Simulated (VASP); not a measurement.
The system is SrTiO3.

```
Sr Ti O
1.0
     3.90528    0.00000    0.00000
     0.00000    3.90528    0.00000
     0.00000    0.00000    3.90528
Sr Ti O
1 1 3
Direct
  0.50000 0.50000 0.50000
  0.00000 0.00000 0.00000
  0.50000 0.00000 0.00000
  0.00000 0.50000 0.00000
  0.00000 0.00000 0.50000
```

```yaml
Program: VASP 6.6.1
Task: relaxation of cell and atoms
Functional: PBE
Potentials_or_basis: VASP PAW PBE potentials, release 64 (Sr_sv, Ti_sv, O)
Cutoff: 600 eV
k_mesh: 8 × 8 × 8
Occupations: gaussian, width 0.02 eV
Spin: no spin polarisation
```

At the start: pressure 4.7 GPa; volume 11.91 Å³/atom.

Task: How do energy, volume and symmetry change on relaxing?

Result: Over 3 steps the energy falls by 4.6 meV/atom and the volume is 12.23 Å³/atom (+2.7 %); space group Pm-3m (No. 221, to 0.1 Å) before and after.

The path:
```tsv
step	energy change (eV)	largest force (eV/Å)	pressure (GPa)	volume (Å³)
1	0.0000	0.0000	4.69	59.56
2	-0.0057	0.0000	-3.75	62.62
3	-0.0232	0.0000	-0.02	61.17
```

Final structure:
```
Sr Ti O
1.0
     3.94020    0.00000    0.00000
     0.00000    3.94020    0.00000
     0.00000    0.00000    3.94020
Sr Ti O
1 1 3
Direct
  0.50000 0.50000 0.50000
  0.00000 0.00000 0.00000
  0.50000 0.00000 0.00000
  0.00000 0.50000 0.00000
  0.00000 0.00000 0.50000
```
